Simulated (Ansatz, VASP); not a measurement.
# MgTeSe3 in VASP and in Ansatz

```
CELL_PARAMETERS angstrom
3.48473 2.01191 2.87512
-3.48473 2.01191 2.87512
0.00000 -4.02382 2.87512
ATOMIC_POSITIONS crystal
Mg 0.50000 0.50000 0.50000
Te 0.00000 0.00000 0.00000
Se 0.00000 0.50000 0.50000
Se 0.50000 0.00000 0.50000
Se 0.50000 0.50000 0.00000
```

Change from the starting cell: species swapped into the FeBiO3 type (R-3m, No. 166).

Alike in both runs: task single point; functional PBE; k mesh 6 × 6 × 6; occupations gaussian, width 0.1 eV; no spin polarisation.

|  | VASP | Ansatz |
| --- | --- | --- |
| version | VASP 6.6.1 | Ansatz 0.2.0 |
| potentials or method | VASP PAW PBE potentials, release 64 (Mg, Te, Se), cutoff 600 eV | scalar-relativistic, plane waves, PAW |
| valence electrons in the cell | 26 | 74 |

```csv
,VASP,Ansatz,Ansatz less VASP
gap on the k mesh at the Fermi level (eV),none,none,-
pressure (GPa),2.5,2.5,+0.03
"traceless stress, the component that is largest in VASP (GPa)",0.26,0.26,0.000
```

A gap of «none» marks a metal or a gap that the smearing closes. VASP's potentials hold 26 valence electrons a cell and Ansatz's 74, so a difference there can come from the potentials and not from the codes.

Neither program's run includes spin-orbit coupling.
